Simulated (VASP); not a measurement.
Input of a VASP 6.6.1 run:

The input POSCAR:

```
GaSb
1.0
   -1.5072468962      2.5913538001      3.0831208045
    1.5072468962     -2.5913538001      3.0831208045
    1.5072468962      2.5913538001     -3.0831208045
Ga Sb
1 1
Direct
    0.0000000000      0.0000000000      0.0000000000
    0.5000000000      0.5000000000      0.0000000000
```

The input INCAR.step1:

```
SYSTEM = GaSb
ALGO     = Normal         ! electronic algorithm
EDIFF    = 1E-4           ! SCF threshold, eV
ENCUT    = 520            ! plane-wave cutoff, eV
GGA      = PE             ! functional
ISMEAR   = 0              ! smearing method
LASPH    = .TRUE.         ! aspherical terms in the spheres
LCHARG   = .FALSE.        ! write CHGCAR
LREAL    = .FALSE.        ! projectors in reciprocal space
LWAVE    = .TRUE.         ! write WAVECAR
NBANDS   = 16             ! bands
NELM     = 80             ! most SCF steps
PREC     = Accurate       ! precision mode
SIGMA    = 0.15           ! smearing width, eV
```

File INCAR.step2:

```
SYSTEM = GaSb
ALGO     = Normal         ! electronic algorithm
EDIFF    = 1E-7           ! SCF threshold, eV
ENCUT    = 520            ! plane-wave cutoff, eV
ISIF     = 2              ! what is computed and relaxed
ISMEAR   = 0              ! smearing method
ISTART   = 1            
LASPH    = .TRUE.         ! aspherical terms in the spheres
LCHARG   = .FALSE.        ! write CHGCAR
LMIXTAU  = .TRUE.       
LREAL    = .FALSE.        ! projectors in reciprocal space
LWAVE    = .FALSE.        ! write WAVECAR
METAGGA  = R2SCAN         ! meta-GGA
NBANDS   = 16             ! bands
NELM     = 80             ! most SCF steps
PREC     = Accurate       ! precision mode
SIGMA    = 0.15           ! smearing width, eV
```

File KPOINTS:

```
k-points
0
G
  20 20 20
  0 0 0
```

Potentials or basis: VASP PAW PBE potentials, release 64 (Ga_d, Sb).

Run with:

```sh
$ cat potpaw_PBE.64/Ga_d/POTCAR potpaw_PBE.64/Sb/POTCAR > POTCAR
$ cp INCAR.step1 INCAR
$ mpirun -np 1 vasp_std > vasp.out
$ cp INCAR.step2 INCAR
$ mpirun -np 1 vasp_std > vasp.out
```

What does it give for the pressure?

-0.4 GPa.

Predict the band gap on the k mesh.

zero (bands 9 and 10 overlap by 5.11 eV).

Stress tensor (GPa, compression positive):
```
 4.64  0.00  0.00
 0.00  1.49  0.00
 0.00  0.00 -7.46
```

Caveat: the stress differs along the axes, from -7 to 5 GPa; the PAW data sets were made with another functional, which shifts forces and pressure a little; spin-orbit coupling is left out, which moves the levels of the heavy elements.
